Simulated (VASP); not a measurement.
Input of a VASP 6.6.1 run:

File INCAR:

```
  PREC = Accurate
  ENCUT = 520
  EDIFF = 1E-7
  ISMEAR = 0
  SIGMA = 0.05
  LREAL = False
  LASPH = True
  NELM = 60
  ALGO = Normal
  ISIF = 2
  LWAVE = False
  LCHARG = False
  GGA = PS
  NBANDS = 26
```

The input KPOINTS:

```
Automatic mesh
0
Gamma
  6 6 10
```

The input POSCAR:

```
BN
1.0
    4.3982250342      0.0000000000      0.0000000000
    0.0000000000      4.3982250342      0.0000000000
    0.0000000000      0.0000000000      2.4619000000
B N
4 4
Direct
    0.1741337327      0.8258662673      0.5000000000
    0.3258662673      0.3258662673      0.0000000000
    0.6741337327      0.6741337327      0.0000000000
    0.8258662673      0.1741337327      0.5000000000
    0.8123909516      0.8123909516      0.5000000000
    0.3123909516      0.6876090484      0.0000000000
    0.6876090484      0.3123909516      0.0000000000
    0.1876090484      0.1876090484      0.5000000000
```

Potentials or basis: VASP PAW PBE potentials, release 64 (B, N).

Run with:

```bash
$ cat potpaw_PBE.64/B/POTCAR potpaw_PBE.64/N/POTCAR > POTCAR
$ mpirun -np 1 vasp_std > vasp.out
```

**Question.** Predict the band gap on the k mesh.

**Answer.** 4.62 eV (least direct gap 5.81 eV).

**Question.** Predict the pressure.

**Answer.** 14.0 GPa.

Stress tensor (GPa, compression positive):
```
 3.83  0.00  0.00
 0.00  3.83  0.00
 0.00  0.00 34.19
```

Caveat: the stress differs along the axes, from 4 to 34 GPa; the PAW data sets were made with another functional, which shifts forces and pressure a little. A k mesh can miss the band edges.
